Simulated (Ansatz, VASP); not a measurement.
Two plane-wave programs on SnS2

Contents of INCAR:

```
PREC     = Accurate       # precision mode
ENCUT    = 500            # plane-wave cutoff, eV
EDIFF    = 1E-7           # SCF threshold, eV
ISMEAR   = 0              # smearing method
SIGMA    = 0.01           # smearing width, eV
LREAL    = F              # projectors in reciprocal space
LASPH    = T              # aspherical terms in the spheres
NELM     = 120            # most SCF steps
ALGO     = Normal         # electronic algorithm
ISIF     = 3              # what is computed and relaxed
LWAVE    = F              # write WAVECAR
LCHARG   = F              # write CHGCAR
GGA      = RP             # functional
IBRION   = 2              # ionic algorithm
NSW      = 80             # ionic steps
EDIFFG   = -0.02          # ionic threshold
GGA_COMPAT= F            
NELMIN   = 4
```

KPOINTS

```
regular mesh
0
Gamma
  12 12 4
```

The input POSCAR:

```
SnS2
1.0
    3.6390000000      0.0000000000      0.0000000000
   -1.8195000000      3.1514664444      0.0000000000
    0.0000000000      0.0000000000      5.8680000000
Sn S
1 2
Direct
    0.0000000000      0.0000000000      0.0000000000
    0.3333330000      0.6666670000      0.2500000000
    0.6666670000      0.3333330000      0.7500000000
```

Input for Ansatz:

```yaml
crystal:
  lattice:
    - [3.639, 0.0, 0.0]
    - [-1.819499999999999, 3.151466444371572, 0.0]
    - [0.0, 0.0, 5.868]
  atoms:
    - { symbol: Sn, position: [0.0, 0.0, 0.0] }
    - { symbol: S, position: [0.33333299999999993, 0.6666669999999999, 0.25] }
    - { symbol: S, position: [0.666667, 0.333333, 0.7499999999999999] }
basis:
  ecutwfc: 650.0
kpoints:
  mp_grid:
    grid: [12, 12, 4]
hamiltonian:
  xc: rpbe
  dispersion: none
scf:
  occupations:
    method: fixed
relax:
  f_tol: 0.02
  cell: {}
```

Alike in both runs: task relaxation of cell and atoms; functional RPBE; k mesh 12 × 12 × 4; no spin polarisation.

|  | VASP | Ansatz |
| --- | --- | --- |
| version | VASP 6.6.1 | Ansatz 0.2.0 |
| potentials or method | VASP PAW PBE potentials, release 64 (Sn_d, S), cutoff 500 eV | plane waves, PAW |
| occupations | gaussian, width 0.01 eV | fixed |
| valence electrons in the cell | 26 | 26 |

```tsv
	VASP	Ansatz	Ansatz less VASP
relaxed volume (Å³/atom)	29.60	31.18	+1.576
relaxed cell length with the largest relative difference (Å)	7.339	7.723	+0.3841
```

VASP's potentials were made for PBE, not for RPBE. One of these differences is far larger than is usual between the two programs; its cause wasn't traced. Ansatz's warnings: structure snapped to symmetry.

Noted on VASP's run: the volume moved by over 15 % at a fixed basis, so the end points are rough.
